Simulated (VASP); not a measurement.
**Li2Se: single point with PBE**

Crystal: Li2Se.

```
Li Se
1.0
     0.00000    3.00250    3.00250
     3.00250    0.00000    3.00250
     3.00250    3.00250    0.00000
Li Se
2 1
Cartesian
  1.5012 1.5012 1.5012
  4.5038 4.5038 4.5038
  0.0000 0.0000 0.0000
```

| Property | Result |
| --- | --- |
| Program | VASP 6.6.1 |
| Task | single point |
| Functional | PBE |
| Potentials or basis | VASP PAW PBE potentials, release 64 (Li_sv, Se) |
| Cutoff | 750 eV |
| k mesh | 8 × 8 × 8 |
| Occupations | gaussian, width 0.02 eV |
| Spin | no spin polarisation |

- Pressure: 0.0 GPa
- Band gap on the k mesh: 2.97 eV, indirect (least direct gap 3.38 eV)

Levels at points of the mesh, in eV from the valence-band top:
```csv
k point,band 2,band 3,band 4,band 5,band 6,band 7,band 8,band 9,band 10,band 11
"(0.00, 0.00, 0.00)",-44.69,-11.39,0.00,0.00,0.00,3.38,5.62,5.62,5.62,10.58
"(0.50, 0.00, 0.00)",-44.70,-11.03,-2.90,-0.53,-0.53,5.10,5.96,5.96,7.94,11.49
"(0.50, 0.50, 0.00)",-44.70,-10.91,-2.28,-1.44,-1.44,2.97,6.17,10.31,10.31,11.39
```

It took 61 s on 1 thread of Intel(R) Xeon(R) Platinum 8488C (Sapphire Rapids), with other jobs on the host, peak memory 0.25 GiB.

A k mesh can miss the band edges. A hybrid or GW would open this gap; PBE tends to underestimate it.
